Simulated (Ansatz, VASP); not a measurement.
## CoSn in VASP and in Ansatz

```
CELL_PARAMETERS angstrom
0.00000 2.60110 2.60110
2.60110 0.00000 2.60110
2.60110 2.60110 0.00000
ATOMIC_POSITIONS crystal
Co 0.00000 0.00000 0.00000
Sn 0.75000 0.75000 0.75000
```

Alike in both runs: task relaxation of cell and atoms; functional PBE; k mesh 6 × 6 × 6; occupations gaussian, width 0.1 eV; no spin polarisation.

```csv
,VASP,Ansatz
version,VASP 6.6.1,Ansatz 0.2.0
potentials or method,"VASP PAW PBE potentials, release 64 (Co, Sn_d), cutoff 600 eV","scalar-relativistic, plane waves, PAW"
valence electrons in the cell,23,31
```

```csv
,VASP,Ansatz,Ansatz less VASP
"gap on the k mesh at the Fermi level, each at its own relaxed structure (eV)",none,none,-
relaxed volume (Å³/atom),23.51,23.49,-0.019
relaxed length of the cell vector where the two differ most in proportion (Å),4.051,4.050,-0.0011
```

A gap of «none» marks a metal or a gap that the smearing closes. VASP's potentials hold 23 valence electrons a cell and Ansatz's 31, so a difference there can come from the potentials and not from the codes.

Noted on VASP's run: the volume moved by over 15 % at a fixed basis, so the end points are rough.
